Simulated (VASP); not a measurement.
Cs: single point with PBE

System: Cs, a slab with vacuum.

```
CELL_PARAMETERS angstrom
5.32979 0.00000 0.00000
-1.77660 5.02497 0.00000
0.00000 0.00000 7.00000
ATOMIC_POSITIONS crystal
Cs 0.00000 0.00000 0.50000
```

```
Program                : VASP 6.6.1
Task                   : single point
Functional             : PBE
Potentials or basis    : VASP PAW PBE potentials, release 64 (Cs_sv)
Cutoff                 : 520 eV
k mesh                 : 7 × 7 × 1
Occupations            : fermi-dirac, width 0.08 eV
Spin                   : no spin polarisation
Dipole correction      : yes
Further INCAR settings : ALGO = Normal; EDIFF = 1e-06; NBANDS = 10
```

The band gap on the k mesh is zero (an odd number of electrons rules out a gap without spin polarisation).

Levels at points of the mesh, in eV from the Fermi level:
```
           k point  band 1  band 2  band 3  band 4  band 5  band 6  band 7  band 8  band 9
(0.00, 0.00, 0.00)  -24.08  -10.86  -10.83  -10.82   -1.07    1.28    1.94    2.44    3.14
```

Wall time 35 s on 1 thread of Intel(R) Xeon(R) Platinum 8259CL CPU @ 2.50GHz (Skylake/Cascade Lake), on a shared host, peak memory 0.27 GiB.

Caveat: spin-orbit coupling is left out, which moves the levels of the heavy elements.
